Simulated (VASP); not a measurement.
LiPb, 2 atoms in the cell. The typed cell holds 2 atoms: a = 3.511 Å, b = 3.511 Å, c = 3.511 Å, α = 89.96°, β = 89.96°, γ = 89.96°. 

```yaml
Program: VASP 6.6.1
Task: single point
Functional: PBEsol
Potentials_or_basis: VASP PAW PBE potentials, release 64 (Li_sv, Pb_d)
Cutoff: 520 eV
k_mesh: 7 × 7 × 7
Occupations: fermi-dirac, width 0.05 eV
Spin: no spin polarisation
Dipole_correction: no
Further_INCAR_settings: ALGO = Normal; EDIFF = 1e-06; NBANDS = 16
```

Potentials or basis: VASP PAW PBE potentials, release 64 (Li_sv, Pb_d).

Run with:

```bash
$ cat potpaw_PBE.64/Li_sv/POTCAR potpaw_PBE.64/Pb_d/POTCAR > POTCAR
$ mpirun -np 1 vasp_std > vasp.out
```

Hardware: 1 thread of Intel(R) Xeon(R) Platinum 8488C (Sapphire Rapids), with other jobs on the host.

Estimate the wall time of this run.

Run time: 15 s on 1 thread of Intel(R) Xeon(R) Platinum 8488C (Sapphire Rapids), on a shared host, peak memory 0.17 GiB. Counts: scf iterations 11, k points 44.
